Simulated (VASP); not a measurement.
# GdO (F-43m) in VASP: further runs

Runs on GdO. Level: PBE+U. Tasks: single point.

Program: VASP 6.6.1. These are calculated values, not measurements. Logs are shortened: lines on timing, memory, paths and dates and some standing lists are left out, and cuts for length are marked.

### 1 The cell of the first run

Symmetry: F-43m, No. 216, cubic system. The conventional cell has a = 5.400 Å, b = 5.400 Å, c = 5.400 Å, α = 90.00°, β = 90.00°, γ = 90.00°. Within 3.1 Å of Gd (site symmetry -43m) lie 4 O at 2.34 Å. Within 3.1 Å of O (site symmetry -43m) lie 4 Gd at 2.34 Å.

### 2 Single point, PBE+U, collinear spin, ferromagnetic start

INCAR

```
SYSTEM = GdO
PREC = Accurate
ENCUT = 520
EDIFF = 1E-6
ISMEAR = 0
SIGMA = 0.05
LREAL = .FALSE.
LASPH = .TRUE.
NELM = 150
ALGO = Normal
ISIF = 2
LWAVE = .FALSE.
LCHARG = .FALSE.
ISPIN = 2
MAGMOM = 7 0
LORBIT = 11
LMAXMIX = 6
LDAU = .TRUE.
LDAUTYPE = 2
LDAUL = 3 -1
LDAUU = 6 0
LDAUJ = 0 0
LDAUPRINT = 1
GGA = PE
NBANDS = 23
```

KPOINTS

```
Automatic mesh
0
G
  5 5 5
  0 0 0
```

POSCAR

```
GdO
1.0
    0.0000000000      2.7000000000      2.7000000000
    2.7000000000      0.0000000000      2.7000000000
    2.7000000000      2.7000000000      0.0000000000
Gd O
1 1
Direct
    0.0000000000      0.0000000000      0.0000000000
    0.2500000000      0.2500000000      0.2500000000
```

Potentials or basis: VASP PAW PBE potentials, release 64 (Gd, O).

Command:

```sh
$ cat potpaw_PBE.64/Gd/POTCAR potpaw_PBE.64/O/POTCAR > POTCAR
$ mpirun -np 1 vasp_std > vasp.out
```

OUTCAR:

```text
SYSTEM = GdO
   PREC = Accurate
   ENCUT = 520
   EDIFF = 1E-6
   ISMEAR = 0
   LREAL = .FALSE.
   LASPH = .TRUE.
   NELM = 150
   ISIF = 2
   ISPIN = 2
   LORBIT = 11
   GGA = PE

 ion  position               nearest neighbor table
   1  0.000  0.000  0.000-   2 2.34   2 2.34   2 2.34   2 2.34
   2  0.250  0.250  0.250-   1 2.34   1 2.34   1 2.34   1 2.34

  LATTYP: Found a face centered cubic cell.
 ALAT       =     5.4000000000

  Lattice vectors:

 A1 = (   0.0000000000,   2.7000000000,   2.7000000000)
 A2 = (   2.7000000000,   0.0000000000,   2.7000000000)
 A3 = (   2.7000000000,   2.7000000000,   0.0000000000)

Analysis of symmetry for initial positions (statically):
=====================================================================
 Subroutine PRICEL returns:
 Original cell was already a primitive cell.

 Routine SETGRP: Setting up the symmetry group for a
 face centered cubic supercell.

 Subroutine GETGRP returns: Found 24 space group operations
 (whereof 24 operations were pure point group operations)
 out of a pool of 48 trial point group operations.

The static configuration has the point symmetry T_d .

Analysis of symmetry for dynamics (positions and initial velocities):
=====================================================================
 Subroutine PRICEL returns:
 Original cell was already a primitive cell.

 Routine SETGRP: Setting up the symmetry group for a
 face centered cubic supercell.

 Subroutine GETGRP returns: Found 24 space group operations
 (whereof 24 operations were pure point group operations)
 out of a pool of 48 trial point group operations.

The dynamic configuration has the point symmetry T_d .

Analysis of structural, dynamic, and magnetic symmetry:
=====================================================================
 Subroutine PRICEL returns:
 Original cell was already a primitive cell.
[... 170 lines left out ...]
  o =  0.9919  v = -0.7906 -0.0000 -0.6124  0.0000 -0.0000  0.0000  0.0000  0.0000  0.0000  0.0000  0.0000  0.0000  0.0000  0.0000      0.0000  0.0000  0.0000  0.0000  0.0000  0.0000  0.0000  0.0000  0.0000  0.0000  0.0000  0.0000  0.0000  0.0000
  o =  0.9921  v =  0.0000 -0.0000  0.0000 -0.0000  0.7889  0.0650  0.6111  0.0000  0.0000  0.0000  0.0000  0.0000  0.0000  0.0000      0.0000  0.0000  0.0000  0.0000  0.0000  0.0000  0.0000  0.0000  0.0000  0.0000  0.0000  0.0000  0.0000  0.0000
  o =  0.9921  v =  0.0000 -0.0000 -0.0000 -0.0000  0.0514 -0.9979  0.0398  0.0000  0.0000  0.0000  0.0000  0.0000  0.0000  0.0000      0.0000  0.0000  0.0000  0.0000  0.0000  0.0000  0.0000  0.0000  0.0000  0.0000  0.0000  0.0000  0.0000  0.0000
  o =  0.9921  v =  0.6124 -0.0000 -0.7906  0.0000 -0.0000  0.0000  0.0000  0.0000  0.0000  0.0000  0.0000  0.0000  0.0000  0.0000      0.0000  0.0000  0.0000  0.0000  0.0000  0.0000  0.0000  0.0000  0.0000  0.0000  0.0000  0.0000  0.0000  0.0000
  o =  0.9986  v =  0.0000  1.0000 -0.0000  0.0000  0.0000 -0.0000  0.0000  0.0000  0.0000  0.0000  0.0000  0.0000  0.0000  0.0000      0.0000  0.0000  0.0000  0.0000  0.0000  0.0000  0.0000  0.0000  0.0000  0.0000  0.0000  0.0000  0.0000  0.0000

 number of electron      23.9999990 magnetization       7.9620425

 Free energy of the ion-electron system (eV)
  ---------------------------------------------------
  ext. energy  EPLUGINS =         0.00000000
  ---------------------------------------------------
  free energy    TOTEN  =       -21.68947206 eV

  energy without entropy =      -21.68811557  energy(sigma->0) =      -21.68879382

 E-fermi :   4.1248     XC(G=0): -10.0832

 val. band max:        4.1058677468   @ k =   0.4000   0.0000   0.0000
 cond. band min:       4.1584474829   @ k =   0.2000   0.0000   0.0000
 fundamental gap:      0.0525797360
 Fermi energy:         4.1248331169

 spin component 1

 k-point     1 :       0.0000    0.0000    0.0000
  band No.  band energies     occupation
      1     -41.8460      1.00000
      2     -19.0328      1.00000
      3     -19.0328      1.00000
      4     -19.0328      1.00000
      5     -15.3385      1.00000
      6      -4.4166      1.00000
[... 249 lines left out ...]
     22      12.5508      0.00000
     23      13.7959      0.00000
 Fermi energy:         4.1248331169

 spin component 2

 k-point     1 :       0.0000    0.0000    0.0000
  band No.  band energies     occupation
      1     -38.5857      1.00000
      2     -16.6209      1.00000
      3     -16.6209      1.00000
      4     -16.6209      1.00000
      5     -15.2118      1.00000
      6      -1.3737      1.00000
[... 249 lines left out ...]
     22      14.0045      0.00000
     23      15.3889      0.00000

------------------------ aborting loop because EDIFF is reached ----------------------------------------

  FORCE on cell =-STRESS in cart. coord.  units (eV):
  Direction    XX          YY          ZZ          XY          YZ          ZX
  --------------------------------------------------------------------------------------
  -------------------------------------------------------------------------------------
  Total       -0.0371310     -0.0371310     -0.0371310     -0.0000000      0.0000000     -0.0000000
  in kB       -1.5112141     -1.5112141     -1.5112141     -0.0000000      0.0000000     -0.0000000
  external PRESSURE =      -1.5112141 kB  Pullay stress =       0.0000000 kB

 VOLUME and BASIS-vectors are now :
 -----------------------------------------------------------------------------
  energy-cutoff  :      520.00
  volume of cell :       39.37
      direct lattice vectors                 reciprocal lattice vectors
     0.000000000  2.700000000  2.700000000    -0.185185185  0.185185185  0.185185185
     2.700000000  0.000000000  2.700000000     0.185185185 -0.185185185  0.185185185
     2.700000000  2.700000000  0.000000000     0.185185185  0.185185185 -0.185185185

 POSITION                                       TOTAL-FORCE (eV/Angst)
 -----------------------------------------------------------------------------------
      0.00000      0.00000      0.00000         0.000000      0.000000      0.000000
      1.35000      1.35000      1.35000        -0.000000     -0.000000     -0.000000
 -----------------------------------------------------------------------------------
    total drift:                                0.000000      0.000000     -0.000000

  FREE ENERGIE OF THE ION-ELECTRON SYSTEM (eV)
  ---------------------------------------------------
  free  energy   TOTEN  =       -21.6894720602 eV

  energy  without entropy=      -21.6881155714  energy(sigma->0) =      -21.68879382

 total charge

# of ion       s       p       d       f       tot
--------------------------------------------------
    1        2.034   5.642   0.514   6.973  15.163
    2        1.567   3.437   0.000   0.000   5.003
--------------------------------------------------
tot          3.600   9.079   0.514   6.973  20.166

 magnetization (x)

# of ion       s       p       d       f       tot
--------------------------------------------------
    1        0.007  -0.057   0.209   6.916   7.074
    2        0.006   0.002   0.000   0.000   0.008
--------------------------------------------------
tot          0.012  -0.054   0.209   6.916   7.083
```

OSZICAR:

```text
N       E                     dE             d eps       ncg     rms          rms(c)
DAV:   1     0.163520285255E+03    0.16352E+03   -0.86279E+03  1335   0.522E+03
DAV:   2     0.291997048603E+01   -0.16060E+03   -0.13900E+03  1300   0.494E+02
DAV:   3    -0.161994430946E+02   -0.19119E+02   -0.18772E+02  1339   0.114E+02
DAV:   4    -0.182861477439E+02   -0.20867E+01   -0.20717E+01  1740   0.254E+01
DAV:   5    -0.183727017187E+02   -0.86554E-01   -0.86514E-01  1353   0.625E+00    0.418E+01
DAV:   6    -0.221040557871E+02   -0.37314E+01   -0.19706E+01  1475   0.145E+02    0.800E+01
DAV:   7    -0.217232038375E+02    0.38085E+00   -0.27751E+00  1483   0.178E+01    0.559E+01
DAV:   8    -0.216219177193E+02    0.10129E+00   -0.64844E-01  1715   0.168E+01    0.281E+01
DAV:   9    -0.216648808873E+02   -0.42963E-01   -0.30473E-01  1405   0.122E+01    0.940E+00
DAV:  10    -0.216874007305E+02   -0.22520E-01   -0.41425E-02  1516   0.402E+00    0.259E+00
DAV:  11    -0.216888330573E+02   -0.14323E-02   -0.13899E-02  1612   0.147E+00    0.134E+00
DAV:  12    -0.216896838253E+02   -0.85077E-03   -0.17894E-03  1312   0.428E-01    0.105E+00
DAV:  13    -0.216893831356E+02    0.30069E-03   -0.82890E-04  1574   0.509E-01    0.180E-01
DAV:  14    -0.216894361941E+02   -0.53058E-04   -0.14954E-04  1211   0.790E-02    0.117E-01
DAV:  15    -0.216894688101E+02   -0.32616E-04   -0.31501E-05  1402   0.780E-02    0.963E-02
DAV:  16    -0.216894715212E+02   -0.27111E-05   -0.47106E-06  1254   0.443E-02    0.245E-02
DAV:  17    -0.216894720602E+02   -0.53903E-06   -0.12770E-06  1048   0.104E-02
   1 F= -.21689472E+02 E0= -.21688794E+02  d E =-.135649E-02  mag=     7.9622
```

stdout:

```text
POSCAR found type information on POSCAR GdO
 POSCAR found :  2 types and       2 ions
 scaLAPACK will be used
 LDA part: xc-table for (Slater+PW92), standard interpolation
 POSCAR, INCAR and KPOINTS ok, starting setup
 FFT: planning ... GRIDC
 FFT: planning ... GRID_SOFT
 FFT: planning ... GRID
 WAVECAR not read
 entering main loop
```

It took 63 s on 1 thread of Intel Xeon 8259CL, shared host; peak memory 0.18 GiB.

What came out:

```yaml
Free_energy: -21.6895 eV
Pressure: -0.2 GPa
Band_gap_on_the_k_mesh: zero (filled and empty bands overlap)
Net_moment: 7.96 μB per cell
Site_moments: Gd +7.07; O +0.01 μB
Valence_electrons_inside_the_program's_atomic_spheres: Gd 15.16; O 5.00
```

Eigenvalues of the final occupation matrices:
| site | spin | trace | eigenvalues |
| --- | --- | --- | --- |
| site 1 f | 1 | 6.95 | 0.99 0.99 0.99 0.99 0.99 0.99 1.00 |
| site 1 f | 2 | 0.03 | 0.00 0.00 0.00 0.00 0.00 0.00 0.01 |

Caveat: the k points lie up to 0.40 Å⁻¹ apart, too coarse for converged energies and pressures of a metal; spin-orbit coupling is left out, which moves the levels of the heavy elements; a cell with one magnetic atom can't hold antiferromagnetic order, which such compounds often take. The state reached can hang on the start; a lower one may exist.

(Continued in part 2 of 2.)
